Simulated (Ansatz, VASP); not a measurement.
Be3S2: VASP beside Ansatz

File INCAR:

```
ALGO = Normal
EDIFF = 1E-6
ENCUT = 520
GGA = PE
ISIF = 2
ISMEAR = 0
LASPH = T
LCHARG = F
LREAL = F
LWAVE = F
NBANDS = 17
NELM = 80
PREC = Accurate
SIGMA = 0.1
```

File KPOINTS:

```
k-points
0
Gamma
  8 8 4
```

The input POSCAR:

```
Be3S2
1.0
    2.3001181000      0.0000000000      0.0000000000
    0.0000000000      2.3001181000      0.0000000000
    0.0000000000      0.0000000000      6.9003543100
Be S
3 2
Direct
    0.0000000000      0.0000000000      0.6666666700
    0.0000000000      0.0000000000      0.0000000000
    0.0000000000      0.0000000000      0.3333333300
    0.5000000000      0.5000000000      0.8333333300
    0.5000000000      0.5000000000      0.1666666700
```

Input for Ansatz:

```yaml
crystal:
  lattice:
    - [2.3001181, 0.0, 0.0]
    - [0.0, 2.3001181, 0.0]
    - [0.0, 0.0, 6.90035431]
  atoms:
    - { symbol: Be, position: [0.0, 0.0, 0.66666667] }
    - { symbol: Be, position: [0.0, 0.0, 0.0] }
    - { symbol: Be, position: [0.0, 0.0, 0.33333333] }
    - { symbol: S, position: [0.5, 0.5, 0.83333333] }
    - { symbol: S, position: [0.5, 0.5, 0.16666667] }
basis:
  ecutwfc: 420
kpoints:
  mp_grid: { grid: [8, 8, 4] }
hamiltonian:
  xc: pbe
scf:
  occupations: { method: gaussian, width: 0.1 }
  lower_state_search: "off"
output:
  forces: true
  stress: true
  eigenvalues: true
```

Change from the starting cell: ordered vacancies on the anion sites of caesium chloride (P4/mmm, No. 123).

Alike in both runs: task single point; functional PBE; k mesh 8 × 8 × 4; occupations gaussian, width 0.1 eV; no spin polarisation.

```csv
,VASP,Ansatz
version,VASP 6.6.1,Ansatz 0.2.0
potentials or method,"VASP PAW PBE potentials, release 64 (Be, S), cutoff 520 eV","scalar-relativistic, plane waves, PAW"
valence electrons in the cell,18,18
```

|  | VASP | Ansatz | Ansatz less VASP |
| --- | --- | --- | --- |
| gap on the k mesh at the Fermi level (eV) | none | none | - |
| rms of the force components (eV/Å) | 2.129 | 2.133 | +0.0043 |

Atom by atom the forces differ by 0.014 eV/Å (rms over components). A gap of «none» marks a metal or a gap that the smearing closes.
